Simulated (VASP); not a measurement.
# Rb (P6_3/mmc) in VASP: further runs

Rb is run at these levels: PBE; tasks: single point.

All numbers are computed with VASP 6.6.1; they aren't measurements. Logs are shortened: lines on timing, memory, paths and dates and some standing lists are left out, and cuts for length are marked.

## 1. The cell of the first run

Symmetry: P6_3/mmc, No. 194, hexagonal system. The conventional cell has a = 4.637 Å, b = 4.637 Å, c = 15.344 Å, α = 90.00°, β = 90.00°, γ = 120.00°.

This isn't the form of Rb at room conditions, which is bcc.

## 2. Single point, PBE (71.43 Å³/atom)

INCAR reads:

```
SYSTEM = Rb
ALGO     = Normal         ! electronic algorithm
EDIFF    = 1E-6           ! SCF threshold, eV
ENCUT    = 520            ! plane-wave cutoff, eV
GGA      = PE             ! functional
ISIF     = 2              ! what is computed and relaxed
ISMEAR   = -1             ! smearing method
LASPH    = .TRUE.         ! aspherical terms in the spheres
LCHARG   = .FALSE.        ! write CHGCAR
LREAL    = .FALSE.        ! projectors in reciprocal space
LWAVE    = .FALSE.        ! write WAVECAR
NBANDS   = 26             ! bands
NELM     = 60             ! most SCF steps
PREC     = Accurate       ! precision mode
SIGMA    = 0.1            ! smearing width, eV
```

KPOINTS reads:

```
k-points
0
G
  7 7 2
  0 0 0
```

POSCAR reads:

```
Rb
1.0
    4.6369625076      0.0000000000      0.0000000000
   -2.3184812538      4.0157273280      0.0000000000
    0.0000000000      0.0000000000     15.3437378912
Rb
4
Direct
    0.0000000000      0.0000000000      0.0000000000
    0.0000000000      0.0000000000      0.5000000000
    0.3333333333      0.6666666667      0.2500000000
    0.6666666667      0.3333333333      0.7500000000
```

Potentials or basis: VASP PAW PBE potentials, release 64 (Rb_sv).

Started as:

```sh
cat potpaw_PBE.64/Rb_sv/POTCAR > POTCAR
mpirun -np 1 vasp_std > vasp.out
```

OUTCAR:

```text
SYSTEM = Rb
   EDIFF = 1E-6
   ENCUT = 520
   GGA = PE
   ISIF = 2
   ISMEAR = -1
   LASPH = .TRUE.
   LREAL = .FALSE.
   NELM = 60
   PREC = Accurate

 ion  position               nearest neighbor table
   1  0.000  0.000  0.000-   3 4.68   4 4.68   4 4.68   3 4.68   4 4.68   3 4.68
   2  0.000  0.000  0.500-   3 4.68   4 4.68   4 4.68   3 4.68   4 4.68   3 4.68
   3  0.333  0.667  0.250-   1 4.68   2 4.68   1 4.68   2 4.68   1 4.68   2 4.68
   4  0.667  0.333  0.750-   1 4.68   2 4.68   1 4.68   2 4.68   1 4.68   2 4.68

  LATTYP: Found a hexagonal cell.
 ALAT       =     4.6369625076
 C/A-ratio  =     3.3090062441

  Lattice vectors:

 A1 = (   4.6369625076,   0.0000000000,   0.0000000000)
 A2 = (  -2.3184812538,   4.0157273280,   0.0000000000)
 A3 = (   0.0000000000,   0.0000000000,  15.3437378912)

Analysis of symmetry for initial positions (statically):
=====================================================================
 Subroutine PRICEL returns:
 Original cell was already a primitive cell.

 Routine SETGRP: Setting up the symmetry group for a
 hexagonal supercell.

 Subroutine GETGRP returns: Found 24 space group operations
 (whereof 12 operations were pure point group operations)
 out of a pool of 24 trial point group operations.

The static configuration has the point symmetry D_3d.
 The point group associated with its full space group is D_6h.

Analysis of symmetry for dynamics (positions and initial velocities):
=====================================================================
 Subroutine PRICEL returns:
 Original cell was already a primitive cell.

 Routine SETGRP: Setting up the symmetry group for a
 hexagonal supercell.

 Subroutine GETGRP returns: Found 24 space group operations
 (whereof 12 operations were pure point group operations)
 out of a pool of 24 trial point group operations.

The dynamic configuration has the point symmetry D_3d.
 The point group associated with its full space group is D_6h.

 Subroutine INISYM returns: Found 24 space group operations
 (whereof 12 operations are pure point group operations),
 and found     1 'primitive' translations

----------------------------------------------------------------------------------------

                                     Primitive cell

  volume of cell :     285.7123

  direct lattice vectors                    reciprocal lattice vectors
     4.636962508  0.000000000  0.000000000     0.215658418  0.124510446  0.000000000
    -2.318481254  4.015727328  0.000000000     0.000000000  0.249020892  0.000000000
     0.000000000  0.000000000 15.343737891     0.000000000  0.000000000  0.065173168

  length of vectors
     4.636962508  4.636962508 15.343737891     0.249020892  0.249020892  0.065173168

  position of ions in fractional coordinates (direct lattice)
     0.000000000  0.000000000  0.000000000
     0.000000000  0.000000000  0.500000000
     0.333333333  0.666666667  0.250000000
     0.666666667  0.333333333  0.750000000

  ion indices of the primitive-cell ions
   primitive index   ion index
                 1           1
                 2           2
                 3           3
                 4           4

----------------------------------------------------------------------------------------

 KPOINTS: k-points

Automatic generation of k-mesh.
 Grid dimensions read from file:
 generate k-points for:    7    7    2

 Generating k-lattice:

  Cartesian coordinates                     Fractional coordinates (reciprocal lattice)
     0.030808345  0.017787207  0.000000000     0.142857143  0.000000000  0.000000000
     0.000000000  0.035574413  0.000000000     0.000000000  0.142857143  0.000000000
     0.000000000  0.000000000  0.032586584     0.000000000  0.000000000  0.500000000

  Length of vectors
     0.035574413  0.035574413  0.032586584

  Shift w.r.t. Gamma in fractional coordinates (k-lattice)
     0.000000000  0.000000000  0.000000000

 Subroutine IBZKPT returns following result:
 ===========================================

 Found     16 irreducible k-points:

 Following reciprocal coordinates:
            Coordinates               Weight
  0.000000  0.000000  0.000000      1.000000
  0.142857 -0.000000  0.000000      6.000000
  0.285714 -0.000000  0.000000      6.000000
  0.428571 -0.000000  0.000000      6.000000
  0.142857  0.142857  0.000000      6.000000
  0.285714  0.142857  0.000000     12.000000
[... 8 lines left out ...]
  0.428571  0.142857  0.500000      6.000000
  0.285714  0.285714  0.500000      6.000000
   k-points           NKPTS =     16   k-points in BZ     NKDIM =     16   number of bands    NBANDS=     26
   number of dos      NEDOS =    301   number of ions     NIONS =      4
   total plane-waves  NPLWV = 155520
   dimension x,y,z NGX =    36 NGY =   36 NGZ =  120
   dimension x,y,z NGXF=    72 NGYF=   72 NGZF=  240
   ions per type =               4
   NGX,Y,Z   is equivalent  to a cutoff of  12.91, 12.91, 13.00 a.u.
   NGXF,Y,Z  is equivalent  to a cutoff of  25.81, 25.81, 26.00 a.u.
 SYSTEM =  Rb
   PREC   = accura    normal or accurate (medium, high low for compatibility)
   ISTART =      0    job   : 0-new  1-cont  2-samecut
   ICHARG =      2    charge: 1-file 2-atom 10-const
   ISPIN  =      1    spin polarized calculation?
   LNONCOLLINEAR =      F non collinear calculations
   LSORBIT =      F    spin-orbit coupling
   LASPH  =      T    aspherical Exc in radial PAW
   ENCUT  =  520.0 eV  38.22 Ry    6.18 a.u.   8.62  8.62 28.53*2*pi/ulx,y,z
   NELM   =     60;   NELMIN=  2; NELMDL= -5     # of ELM steps
   EDIFF  = 0.1E-05   stopping-criterion for ELM
   LREAL  =      F    real-space projection
   EDIFFG = 0.1E-04   stopping-criterion for IOM
   NSW    =      0    number of steps for IOM
   IBRION =     -1    ionic relax: 0-MD 1-quasi-New 2-CG
   NFREE  =      0    steps in history (QN), initial steepest desc. (CG)
   ISIF   =      2    stress and relaxation
   ISYM   =      2    0-nonsym 1-usesym 2-fastsym
   POTIM  = 0.5000    time-step for ionic-motion
   TEBEG  =    0.0;   TEEND  =   0.0 temperature during run
   PSTRESS=    0.0 pullay stress
   NELECT =      36.0000    total number of electrons
   NUPDOWN=      -1.0000    fix difference up-down
   EMIN   =  10.00;   EMAX   =-10.00  energy-range for DOS
   EFERMI =   0.00;   METHOD = LEGACY
   ISMEAR =    -1;   SIGMA  =   0.10  broadening in eV -4-tet -1-fermi 0-gaus
   EFERMI_NEDOS =   21; number of points for ismear=-14 and -15
   IALGO  =     38    algorithm
   IMIX   =      4    mixing-type and parameters
     AMIX     =   0.40;   BMIX     =  1.00
     AMIX_MAG =   1.60;   BMIX_MAG =  1.00
  volume/ion in A,a.u.               =      71.43       482.02
  Fermi-wavevector in a.u.,A,eV,Ry     =   0.820728  1.550951  9.164813  0.673595
  Thomas-Fermi vector in A             =   1.931762
   LORBIT       =      0    0 simple, 1 ext, 2 COOP (PROOUT), +10 PAW based schemes
   GGA     = PE    functional components
   LHFCALC =     F    Hartree Fock is set to
   AEXX    =    0.0000 exact exchange contribution
   IVDW    =     0    specifies the selected vdW correction
   LEPSILON=     F    determine dielectric tensor
   LRPA    =     F    only Hartree local field effects (RPA)
 non-spin polarized calculation
  energy-cutoff  :      520.00
  volume of cell :      285.71
 maximum number of plane-waves:      7726
 NGX is ok and might be reduce to    36
   NGX = 17   NGY = 17   NGZ = 57

 number of electron      36.0000000 magnetization

 Free energy of the ion-electron system (eV)
  ---------------------------------------------------
  ext. energy  EPLUGINS =         0.00000000
  ---------------------------------------------------
  free energy    TOTEN  =        -3.59222060 eV

  energy without entropy =       -3.48564679  energy(sigma->0) =       -3.53893370

 E-fermi :   0.6423     XC(G=0):  -6.0860

 val. band max:        0.5965793107   @ k =   0.1429   0.1429   0.5000
 cond. band min:       0.6775329965   @ k =   0.0000   0.0000   0.0000
 fundamental gap:      0.0809536858
 Fermi energy:         0.6423389215

 k-point     1 :       0.0000    0.0000    0.0000
  band No.  band energies     occupation
      1     -28.1787      2.00000
      2     -28.1731      2.00000
      3     -28.1729      2.00000
      4     -28.1673      2.00000
      5     -12.3926      2.00000
      6     -12.2910      2.00000
[... 18 lines left out ...]
     25       4.2387      0.00000
     26       4.3291      0.00000

 k-point     2 :       0.1429   -0.0000    0.0000
  band No.  band energies     occupation
      1     -28.1766      2.00000
      2     -28.1715      2.00000
      3     -28.1713      2.00000
      4     -28.1662      2.00000
      5     -12.3787      2.00000
      6     -12.2956      2.00000
[... 18 lines left out ...]
     25       3.7630      0.00000
     26       3.7834      0.00000

 k-point     3 :       0.2857   -0.0000    0.0000
  band No.  band energies     occupation
      1     -28.1716      2.00000
      2     -28.1679      2.00000
      3     -28.1677      2.00000
      4     -28.1639      2.00000
      5     -12.3484      2.00000
      6     -12.3367      2.00000
[... 18 lines left out ...]
     25       3.0214      0.00000
     26       3.0386      0.00000

 k-point     4 :       0.4286   -0.0000    0.0000
  band No.  band energies     occupation
      1     -28.1671      2.00000
      2     -28.1650      2.00000
      3     -28.1648      2.00000
      4     -28.1627      2.00000
      5     -12.3885      2.00000
      6     -12.3835      2.00000
[... 18 lines left out ...]
     25       2.7925      0.00000
     26       2.8690      0.00000

 k-point     5 :       0.1429    0.1429    0.0000
  band No.  band energies     occupation
      1     -28.1730      2.00000
      2     -28.1689      2.00000
      3     -28.1687      2.00000
      4     -28.1645      2.00000
      5     -12.3541      2.00000
      6     -12.3172      2.00000
[... 18 lines left out ...]
     25       3.1203      0.00000
     26       3.1503      0.00000

 k-point     6 :       0.2857    0.1429    0.0000
  band No.  band energies     occupation
      1     -28.1682      2.00000
      2     -28.1656      2.00000
      3     -28.1654      2.00000
      4     -28.1629      2.00000
      5     -12.3617      2.00000
      6     -12.3588      2.00000
[... 195 lines left out ...]
 k-point    13 :       0.1429    0.1429    0.5000
  band No.  band energies     occupation
      1     -28.1718      2.00000
      2     -28.1718      2.00000
      3     -28.1658      2.00000
      4     -28.1658      2.00000
      5     -12.3439      2.00000
      6     -12.3439      2.00000
[... 18 lines left out ...]
     25       3.3399      0.00000
     26       3.3399      0.00000

 k-point    14 :       0.2857    0.1429    0.5000
  band No.  band energies     occupation
      1     -28.1674      2.00000
      2     -28.1674      2.00000
      3     -28.1636      2.00000
      4     -28.1636      2.00000
      5     -12.3554      2.00000
      6     -12.3554      2.00000
[... 18 lines left out ...]
     25       2.8617      0.00000
     26       2.8617      0.00000

 k-point    15 :       0.4286    0.1429    0.5000
  band No.  band energies     occupation
      1     -28.1651      2.00000
      2     -28.1651      2.00000
      3     -28.1630      2.00000
      4     -28.1630      2.00000
      5     -12.3766      2.00000
      6     -12.3766      2.00000
[... 18 lines left out ...]
     25       2.5846      0.00000
     26       2.5846      0.00000

 k-point    16 :       0.2857    0.2857    0.5000
  band No.  band energies     occupation
      1     -28.1645      2.00000
      2     -28.1645      2.00000
      3     -28.1630      2.00000
      4     -28.1630      2.00000
      5     -12.3532      2.00000
      6     -12.3532      2.00000
[... 18 lines left out ...]
     25       2.6379      0.00000
     26       2.6379      0.00000

------------------------ aborting loop because EDIFF is reached ----------------------------------------

  FORCE on cell =-STRESS in cart. coord.  units (eV):
  Direction    XX          YY          ZZ          XY          YZ          ZX
  --------------------------------------------------------------------------------------
  -------------------------------------------------------------------------------------
  Total        1.9093270      1.9093270      1.8949387     -0.0000000      0.0000000      0.0000000
  in kB       10.7068549     10.7068549     10.6261702     -0.0000000      0.0000000      0.0000000
  external PRESSURE =      10.6799600 kB  Pullay stress =       0.0000000 kB

 VOLUME and BASIS-vectors are now :
 -----------------------------------------------------------------------------
  energy-cutoff  :      520.00
  volume of cell :      285.71
      direct lattice vectors                 reciprocal lattice vectors
     4.636962508  0.000000000  0.000000000     0.215658418  0.124510446  0.000000000
    -2.318481254  4.015727328  0.000000000     0.000000000  0.249020892  0.000000000
     0.000000000  0.000000000 15.343737891     0.000000000  0.000000000  0.065173168

 POSITION                                       TOTAL-FORCE (eV/Angst)
 -----------------------------------------------------------------------------------
      0.00000      0.00000      0.00000        -0.000000      0.000000      0.000000
      0.00000      0.00000      7.67187        -0.000000      0.000000      0.000000
     -0.00000      2.67715      3.83593         0.000000     -0.000000      0.000000
      2.31848      1.33858     11.50780        -0.000000      0.000000     -0.000000
 -----------------------------------------------------------------------------------
    total drift:                               -0.000000      0.000000      0.000000

  FREE ENERGIE OF THE ION-ELECTRON SYSTEM (eV)
  ---------------------------------------------------
  free  energy   TOTEN  =        -3.5922206044 eV

  energy  without entropy=       -3.4856467947  energy(sigma->0) =       -3.53893370
```

Wall time 60 s (1 thread of Intel Xeon 6975P-C (Granite Rapids), shared host); peak memory 0.41 GiB.

Results:

```
Free energy            : -3.5922 eV
Pressure               : 1.1 GPa
Band gap on the k mesh : zero (bands 18 and 19 overlap by 2.17 eV)
```

## 3. Single point, PBE

This run uses another cell than the first one, of 91.57 Å³/atom.

INCAR reads:

```
SYSTEM = Rb
PREC = Accurate ; ENCUT = 520
EDIFF = 1E-6 ; ISMEAR = -1
SIGMA = 0.1 ; LREAL = .FALSE.
LASPH = .TRUE. ; NELM = 60
ALGO = Normal ; ISIF = 2
LWAVE = .FALSE. ; LCHARG = .TRUE.
GGA = PE ; LELF = .TRUE.
LVHAR = .TRUE. ; NBANDS = 26
```

KPOINTS reads:

```
regular mesh
0
G
  7 7 2
  0 0 0
```

POSCAR reads:

```
Rb
1.0
    5.0373491075      0.0000000000      0.0000000000
   -2.5186745538      4.3624722949      0.0000000000
    0.0000000000      0.0000000000     16.6686196506
Rb
4
Direct
    0.0000000000      0.0000000000      0.0000000000
    0.0000000000      0.0000000000      0.5000000000
    0.3333333333      0.6666666667      0.2500000000
    0.6666666667      0.3333333333      0.7500000000
```

Potentials or basis: VASP PAW PBE potentials, release 64 (Rb_sv).

Started as:

```sh
cat potpaw_PBE.64/Rb_sv/POTCAR > POTCAR
mpirun -np 1 vasp_std > vasp.out
```

Run time: 77 s. Hardware: 1 thread of Intel Xeon 6975P-C (Granite Rapids), shared host; peak memory 0.51 GiB.

It converged, with:

```
Free energy            : -3.8137 eV
Pressure               : 0.0 GPa
Band gap on the k mesh : zero (bands 18 and 19 overlap by 1.94 eV)
```

Levels at points of the mesh, in eV from the Fermi level:
```tsv
k point	band 15	band 16	band 17	band 18	band 19	band 20	band 21	band 22
(0.00, 0.00, 0.00)	-12.94	-12.94	-1.96	-1.31	-1.31	0.10	0.62	2.25
(0.00, 0.00, 0.50)	-12.95	-12.95	-1.79	-1.79	-0.58	-0.58	1.35	1.35
```

[end of part 1 of 2]
